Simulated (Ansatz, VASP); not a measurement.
**One calculation of SrC2, two programs**

```
CELL_PARAMETERS angstrom
2.41663 1.39524 2.12213
-2.41663 1.39524 2.12213
0.00000 -2.79049 2.12213
ATOMIC_POSITIONS crystal
Sr 0.00000 0.00000 0.00000
C 0.59156 0.59156 0.59156
C 0.40844 0.40844 0.40844
```

Change from the starting cell: strain -0.040 along x and y, -0.080 along z, atoms carried along.

Alike in both runs: task single point; functional LDA; k mesh 9 × 9 × 9; occupations gaussian, width 0.05 eV; no spin polarisation.

|  | VASP | Ansatz |
| --- | --- | --- |
| version | VASP 6.6.1 | Ansatz 0.2.0 |
| potentials or method | VASP PAW LDA potentials, release 64 (Sr_sv, C), cutoff 520 eV | scalar-relativistic, plane waves, PAW |
| valence electrons in the cell | 18 | 18 |

```tsv
	VASP	Ansatz	Ansatz less VASP
gap on the k mesh at the Fermi level (eV)	1.16	1.21	+0.049
least direct gap on the mesh (eV)	2.55	2.57	+0.020
pressure (GPa)	19.8	19.0	-0.82
traceless stress, the component that is largest in VASP (GPa)	35.33	34.57	-0.758
rms of the force components (eV/Å)	4.037	3.951	-0.0858
```

LDA's correlation is that of Perdew and Zunger in VASP and of Perdew and Wang (1992) in Ansatz. Atom by atom the forces differ by 0.086 eV/Å (rms over components).
